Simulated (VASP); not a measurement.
# WC (P-6m2) in VASP: notebook

WC is run at these levels: PBE; tasks: single point.

Everything below comes from runs of VASP 6.6.1. Logs are shortened: lines on timing, memory, paths and dates and some standing lists are left out, and cuts for length are marked.

### Step 1. The cell of the first run

Symmetry: P-6m2, No. 187, hexagonal system. The conventional cell has a = 3.084 Å, b = 3.084 Å, c = 2.555 Å, α = 90.00°, β = 90.00°, γ = 120.00°. W (site symmetry -6m2) has 6 C at 2.19 Å and 2 W at 2.55 Å within 2.9 Å. Within 2.9 Å of C (site symmetry -6m2) lie 6 W at 2.19 Å and 2 C at 2.55 Å.

### Step 2. Single point, PBE

INCAR

```
PREC = Accurate ; ENCUT = 520
EDIFF = 1E-6 ; ISMEAR = 0
SIGMA = 0.15 ; LREAL = F
LASPH = T ; NELM = 100
ALGO = Normal ; ISIF = 2
LWAVE = F ; LCHARG = T
GGA = PE ; LELF = T
LVHAR = T ; NBANDS = 16
```

KPOINTS

```
Automatic mesh
0
Gamma
  24 24 24
```

POSCAR

```
WC
1.0
    3.0844184744      0.0000000000      0.0000000000
   -1.5422092372      2.6711847547      0.0000000000
    0.0000000000      0.0000000000      2.5547299123
W C
1 1
Direct
    0.0000000000      0.0000000000      0.0000000000
    0.6666666667      0.3333333333      0.5000000000
```

Potentials or basis: VASP PAW PBE potentials, release 64 (W_sv, C).

Launch:

```
> cat potpaw_PBE.64/W_sv/POTCAR potpaw_PBE.64/C/POTCAR > POTCAR
> mpirun -np 1 vasp_std > vasp.out
```

OUTCAR:

```text
PREC = Accurate
   ENCUT = 520
   EDIFF = 1E-6
   ISMEAR = 0
   LREAL = F
   LASPH = T
   NELM = 100
   ISIF = 2
   GGA = PE

 ion  position               nearest neighbor table
   1  0.000  0.000  0.000-   2 2.19   2 2.19   2 2.19   2 2.19   2 2.19   2 2.19
   2  0.667  0.333  0.500-   1 2.19   1 2.19   1 2.19   1 2.19   1 2.19   1 2.19

  LATTYP: Found a hexagonal cell.
 ALAT       =     3.0844184744
 C/A-ratio  =     0.8282695534

  Lattice vectors:

 A1 = (   3.0844184744,   0.0000000000,   0.0000000000)
 A2 = (  -1.5422092372,   2.6711847547,   0.0000000000)
 A3 = (   0.0000000000,   0.0000000000,   2.5547299123)

Analysis of symmetry for initial positions (statically):
=====================================================================
 Subroutine PRICEL returns:
 Original cell was already a primitive cell.

 Routine SETGRP: Setting up the symmetry group for a
 hexagonal supercell.

 Subroutine GETGRP returns: Found 12 space group operations
 (whereof 12 operations were pure point group operations)
 out of a pool of 24 trial point group operations.

The static configuration has the point symmetry D_3h.

Analysis of symmetry for dynamics (positions and initial velocities):
=====================================================================
 Subroutine PRICEL returns:
 Original cell was already a primitive cell.

 Routine SETGRP: Setting up the symmetry group for a
 hexagonal supercell.

 Subroutine GETGRP returns: Found 12 space group operations
 (whereof 12 operations were pure point group operations)
 out of a pool of 24 trial point group operations.

The dynamic configuration has the point symmetry D_3h.

 Subroutine INISYM returns: Found 12 space group operations
 (whereof 12 operations are pure point group operations),
 and found     1 'primitive' translations

----------------------------------------------------------------------------------------

                                     Primitive cell

  volume of cell :      21.0486

[... 75 lines left out ...]
   ions per type =               1   1
   NGX,Y,Z   is equivalent  to a cutoff of  12.94, 12.94, 13.01 a.u.
   NGXF,Y,Z  is equivalent  to a cutoff of  25.87, 25.87, 26.03 a.u.
 SYSTEM =  unknown system
   PREC   = accura    normal or accurate (medium, high low for compatibility)
   ISTART =      0    job   : 0-new  1-cont  2-samecut
   ICHARG =      2    charge: 1-file 2-atom 10-const
   ISPIN  =      1    spin polarized calculation?
   LNONCOLLINEAR =      F non collinear calculations
   LSORBIT =      F    spin-orbit coupling
   LASPH  =      T    aspherical Exc in radial PAW
   ENCUT  =  520.0 eV  38.22 Ry    6.18 a.u.   5.73  5.73  4.75*2*pi/ulx,y,z
   NELM   =    100;   NELMIN=  2; NELMDL= -5     # of ELM steps
   EDIFF  = 0.1E-05   stopping-criterion for ELM
   LREAL  =      F    real-space projection
   EDIFFG = 0.1E-04   stopping-criterion for IOM
   NSW    =      0    number of steps for IOM
   IBRION =     -1    ionic relax: 0-MD 1-quasi-New 2-CG
   NFREE  =      0    steps in history (QN), initial steepest desc. (CG)
   ISIF   =      2    stress and relaxation
   ISYM   =      2    0-nonsym 1-usesym 2-fastsym
   POTIM  = 0.5000    time-step for ionic-motion
   TEBEG  =    0.0;   TEEND  =   0.0 temperature during run
   PSTRESS=    0.0 pullay stress
   NELECT =      18.0000    total number of electrons
   NUPDOWN=      -1.0000    fix difference up-down
   EMIN   =  10.00;   EMAX   =-10.00  energy-range for DOS
   EFERMI =   0.00;   METHOD = LEGACY
   ISMEAR =     0;   SIGMA  =   0.15  broadening in eV -4-tet -1-fermi 0-gaus
   EFERMI_NEDOS =   21; number of points for ismear=-14 and -15
   IALGO  =     38    algorithm
   IMIX   =      4    mixing-type and parameters
     AMIX     =   0.40;   BMIX     =  1.00
     AMIX_MAG =   1.60;   BMIX_MAG =  1.00
  volume/ion in A,a.u.               =      10.52        71.02
  Fermi-wavevector in a.u.,A,eV,Ry     =   1.553907  2.936458 32.852980  2.414626
  Thomas-Fermi vector in A             =   2.658070
   LORBIT       =      0    0 simple, 1 ext, 2 COOP (PROOUT), +10 PAW based schemes
   GGA     = PE    functional components
   LHFCALC =     F    Hartree Fock is set to
   AEXX    =    0.0000 exact exchange contribution
   IVDW    =     0    specifies the selected vdW correction
   LEPSILON=     F    determine dielectric tensor
   LRPA    =     F    only Hartree local field effects (RPA)
 non-spin polarized calculation
 Gauss-broadening in eV      SIGMA  =   0.15
  energy-cutoff  :      520.00
  volume of cell :       21.05
 maximum number of plane-waves:       586
 NGX is ok and might be reduce to    24

 number of electron      18.0000003 magnetization

 Free energy of the ion-electron system (eV)
  ---------------------------------------------------
  ext. energy  EPLUGINS =         0.00000000
  ---------------------------------------------------
  free energy    TOTEN  =       -21.59515874 eV

  energy without entropy =      -21.58949023  energy(sigma->0) =      -21.59232449

 E-fermi :  11.1181     XC(G=0): -13.6650

 val. band max:       11.1162858545   @ k =   0.1667   0.0000   0.4167
 cond. band min:      11.1180684327   @ k =   0.1667   0.0417   0.3333
 fundamental gap:      0.0017825782
 Fermi energy:        11.1180552286

 k-point     1 :       0.0000    0.0000    0.0000
  band No.  band energies     occupation
      1     -63.0533      2.00000
      2     -27.1451      2.00000
      3     -27.1451      2.00000
      4     -26.5222      2.00000
      5      -3.5390      2.00000
      6       6.4536      2.00000
[... 433 lines left out ...]
      3     -27.2680      2.00000
      4     -26.4710      2.00000
      5      -0.7671      2.00000
      6       3.6880      2.00000
[... 8 lines left out ...]
     15      23.8347      0.00000
     16      27.3158      0.00000

 [... further k-points ...]
[... 5 lines left out ...]
  --------------------------------------------------------------------------------------
  -------------------------------------------------------------------------------------
  Total       -3.1636948     -3.1636948     12.8623481      0.0000000      0.0000000      0.0000000
  in kB     -240.8146733   -240.8146733    979.0584584      0.0000000      0.0000000      0.0000000
  external PRESSURE =     165.8097039 kB  Pullay stress =       0.0000000 kB

 VOLUME and BASIS-vectors are now :
 -----------------------------------------------------------------------------
  energy-cutoff  :      520.00
  volume of cell :       21.05
      direct lattice vectors                 reciprocal lattice vectors
     3.084418474  0.000000000  0.000000000     0.324210223  0.187182859  0.000000000
    -1.542209237  2.671184755  0.000000000     0.000000000  0.374365719  0.000000000
     0.000000000  0.000000000  2.554729912     0.000000000  0.000000000  0.391430810

 POSITION                                       TOTAL-FORCE (eV/Angst)
 -----------------------------------------------------------------------------------
      0.00000      0.00000      0.00000        -0.000000      0.000000      0.000000
      1.54221      0.89039      1.27736         0.000000     -0.000000      0.000000
 -----------------------------------------------------------------------------------
    total drift:                                0.000000     -0.000000      0.000000

  FREE ENERGIE OF THE ION-ELECTRON SYSTEM (eV)
  ---------------------------------------------------
  free  energy   TOTEN  =       -21.5951587429 eV

  energy  without entropy=      -21.5894902289  energy(sigma->0) =      -21.59232449
```

OSZICAR:

```text
N       E                     dE             d eps       ncg     rms          rms(c)
DAV:   1     0.112004552483E+03    0.11200E+03   -0.93812E+03 25416   0.125E+03
DAV:   2    -0.213294100606E+02   -0.13333E+03   -0.12871E+03 30288   0.337E+02
DAV:   3    -0.246088574686E+02   -0.32794E+01   -0.32671E+01 27872   0.503E+01
DAV:   4    -0.246263505721E+02   -0.17493E-01   -0.17492E-01 32720   0.415E+00
DAV:   5    -0.246264820943E+02   -0.13152E-03   -0.13152E-03 28072   0.342E-01    0.326E+01
DAV:   6    -0.217046590688E+02    0.29218E+01   -0.66189E+00 30320   0.256E+01    0.904E+00
DAV:   7    -0.216243371133E+02    0.80322E-01   -0.49761E-01 26344   0.558E+00    0.686E+00
DAV:   8    -0.215967250339E+02    0.27612E-01   -0.67113E-02 29352   0.226E+00    0.901E-01
DAV:   9    -0.215952102419E+02    0.15148E-02   -0.37657E-03 28064   0.470E-01    0.133E-01
DAV:  10    -0.215951604486E+02    0.49793E-04   -0.34368E-04 30336   0.200E-01    0.508E-02
DAV:  11    -0.215951588735E+02    0.15751E-05   -0.97983E-06 29728   0.315E-02    0.108E-02
DAV:  12    -0.215951587429E+02    0.13052E-06   -0.19169E-06 23552   0.137E-02
   1 F= -.21595159E+02 E0= -.21592324E+02  d E =-.566851E-02
```

Run time: 2.2 min. Hardware: 1 thread of Intel Xeon Platinum 8488C (Sapphire Rapids), shared host; peak memory 0.36 GiB.

Results:

- Free energy: -21.5952 eV
- Pressure: 16.6 GPa
- Band gap on the k mesh: zero (bands 9 and 10 overlap by 2.52 eV)

Stress tensor (GPa, compression positive):
```
-24.08   0.00   0.00
  0.00 -24.08   0.00
  0.00   0.00  97.91
```

Levels at points of the mesh, in eV from the Fermi level:
```
           k point  band 7  band 8  band 9  band 10  band 11  band 12
(0.00, 0.00, 0.00)   -4.62   -4.62    1.72     3.71     3.71     4.69
(0.50, 0.00, 0.00)   -4.02   -1.73   -1.58     2.68     3.16     3.27
(0.00, 0.00, 0.50)   -3.63   -3.63   -0.55    -0.55     3.41     3.41
(0.50, 0.00, 0.50)   -5.51   -3.89    0.44     3.34     5.23     5.94
```

Caveat: the stress differs along the axes, from -24 to 98 GPa; spin-orbit coupling is left out, which moves the levels of the heavy elements.

### Step 3. Single point, PBE

This run uses another cell than the first one, of the same volume but with other edges.

INCAR

```
PREC     = Accurate       # precision mode
ENCUT    = 520            # plane-wave cutoff, eV
EDIFF    = 1E-6           # SCF threshold, eV
ISMEAR   = 0              # smearing method
SIGMA    = 0.15           # smearing width, eV
LREAL    = F              # projectors in reciprocal space
LASPH    = T              # aspherical terms in the spheres
NELM     = 80             # most SCF steps
ALGO     = Normal         # electronic algorithm
ISIF     = 2              # what is computed and relaxed
LWAVE    = F              # write WAVECAR
LCHARG   = F              # write CHGCAR
GGA      = PE             # functional
NBANDS   = 16             # bands
```

KPOINTS is that of step 2.

POSCAR

```
WC
1.0
    2.7494923917      0.0000000000      0.0000000000
   -1.3747461959      2.3811302588      0.0000000000
    0.0000000000      0.0000000000      3.2150411793
W C
1 1
Direct
    0.0000000000      0.0000000000      0.0000000000
    0.6666666667      0.3333333333      0.5000000000
```

Potentials or basis: VASP PAW PBE potentials, release 64 (W_sv, C).

Launch:

```
> cat potpaw_PBE.64/W_sv/POTCAR potpaw_PBE.64/C/POTCAR > POTCAR
> mpirun -np 1 vasp_std > vasp.out
```

Run time: 2.4 min. Hardware: 1 thread of Intel Xeon Platinum 8488C (Sapphire Rapids), shared host; peak memory 0.34 GiB.

It converged, with:

```yaml
Free_energy: -21.4899 eV
Pressure: 2.9 GPa
Band_gap_on_the_k_mesh: zero (bands 9 and 10 overlap by 1.06 eV)
```

Stress tensor (GPa, compression positive):
```
 40.93   0.00   0.00
  0.00  40.93   0.00
  0.00   0.00 -73.25
```

Levels at points of the mesh, in eV from the Fermi level:
| k point | band 6 | band 7 | band 8 | band 9 | band 10 | band 11 | band 12 | band 13 |
| --- | --- | --- | --- | --- | --- | --- | --- | --- |
| (0.00, 0.00, 0.00) | -5.15 | -2.29 | -2.29 | -1.71 | 3.01 | 3.01 | 4.68 | 4.68 |
| (0.50, 0.00, 0.00) | -6.90 | -5.34 | -4.08 | 0.46 | 1.72 | 5.48 | 5.53 | 6.04 |
| (0.00, 0.00, 0.50) | -9.10 | -0.88 | -0.88 | -0.36 | -0.36 | 0.11 | 5.03 | 5.03 |
| (0.50, 0.00, 0.50) | -6.70 | -4.84 | -3.01 | -0.41 | 3.32 | 5.39 | 5.48 | 8.19 |

Caveat: the stress differs along the axes, from -73 to 41 GPa; spin-orbit coupling is left out, which moves the levels of the heavy elements.

### Step 4. Single point, PBE

This run uses another cell than the first one, of the same volume but with other edges.

INCAR

```
SYSTEM = WC
ALGO     = Normal         ! electronic algorithm
EDIFF    = 1E-6           ! SCF threshold, eV
ENCUT    = 520            ! plane-wave cutoff, eV
GGA      = PE             ! functional
ISIF     = 2              ! what is computed and relaxed
ISMEAR   = 0              ! smearing method
LASPH    = .True.         ! aspherical terms in the spheres
LCHARG   = .True.         ! write CHGCAR
LELF     = .True.         ! ELF
LREAL    = .False.        ! projectors in reciprocal space
LVHAR    = .True.       
LWAVE    = .False.        ! write WAVECAR
NBANDS   = 16             ! bands
NELM     = 60             ! most SCF steps
PREC     = Accurate       ! precision mode
SIGMA    = 0.15           ! smearing width, eV
```

KPOINTS

```
k-points
0
Gamma
  24 24 24
  0 0 0
```

POSCAR

```
WC
1.0
    3.0041180530      0.0000000000      0.0000000000
   -1.5020590265      2.6016425499      0.0000000000
    0.0000000000      0.0000000000      2.6931317137
W C
1 1
Direct
    0.0000000000      0.0000000000      0.0000000000
    0.6666666667      0.3333333333      0.5000000000
```

Launch:

```
> cat potpaw_PBE.64/W_sv/POTCAR potpaw_PBE.64/C/POTCAR > POTCAR
> mpirun -np 1 vasp_std > vasp.out
```

It took 2.2 min on 1 thread of Intel Xeon Platinum 8488C (Sapphire Rapids), shared host; peak memory 0.35 GiB.

Results (log left out):

```
Free energy            : -22.2291 eV
Pressure               : 6.8 GPa
Band gap on the k mesh : zero (bands 9 and 10 overlap by 1.48 eV)
```

Stress tensor (GPa, compression positive):
```
-13.63   0.00   0.00
  0.00 -13.63   0.00
  0.00   0.00  47.57
```

Levels at points of the mesh, in eV from the Fermi level:
```csv
k point,band 7,band 8,band 9,band 10,band 11,band 12
"(0.00, 0.00, 0.00)",-3.94,-3.94,0.90,3.38,3.38,5.48
"(0.50, 0.00, 0.00)",-3.66,-2.59,-1.08,2.69,3.77,3.87
"(0.00, 0.00, 0.50)",-2.83,-2.83,-0.55,-0.55,3.97,3.97
"(0.50, 0.00, 0.50)",-4.89,-3.99,0.38,3.82,5.43,6.35
```

Caveat: the stress differs along the axes, from -14 to 48 GPa; spin-orbit coupling is left out, which moves the levels of the heavy elements.

(Part 1 of 2 ends here.)
